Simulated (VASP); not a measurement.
A run of VASP 6.6.1 is set up as follows.

File INCAR:

```
SYSTEM = GaSi2S2
  PREC = Accurate
  ENCUT = 500
  EDIFF = 1E-6
  ISMEAR = 0
  SIGMA = 0.1
  LREAL = .False.
  LASPH = .True.
  NELM = 120
  ALGO = Normal
  ISIF = 2
  LWAVE = .False.
  LCHARG = .True.
  GGA = PE
  LELF = .True.
  LVHAR = .True.
  NBANDS = 24
  GGA_COMPAT = .False.
```

The input KPOINTS:

```
regular mesh
0
Gamma
  12 12 4
  0 0 0
```

File POSCAR:

```
GaSi2S2
1.0
    3.9251281379      0.0000000000      0.0000000000
   -1.9625640690      3.3992606805      0.0000000000
    0.0000000000      0.0000000000      7.8170331426
Ga Si S
1 2 2
Direct
    0.0000000000      0.0000000000      0.0000000000
    0.6666666667      0.3333333333      0.5477285287
    0.3333333333      0.6666666667      0.4522714713
    0.6666666667      0.3333333333      0.8253878134
    0.3333333333      0.6666666667      0.1746121866
```

Potentials or basis: VASP PAW PBE potentials, release 64 (Ga_d, Si, S).

Run with:

```console
$ cat potpaw_PBE.64/Ga_d/POTCAR potpaw_PBE.64/Si/POTCAR potpaw_PBE.64/S/POTCAR > POTCAR
$ mpirun -np 1 vasp_std > vasp.out
```

(1) Predict the pressure.

(2) Predict the largest force.

Results:

(1) -0.1 GPa.

(2) 0.038 eV/Å.
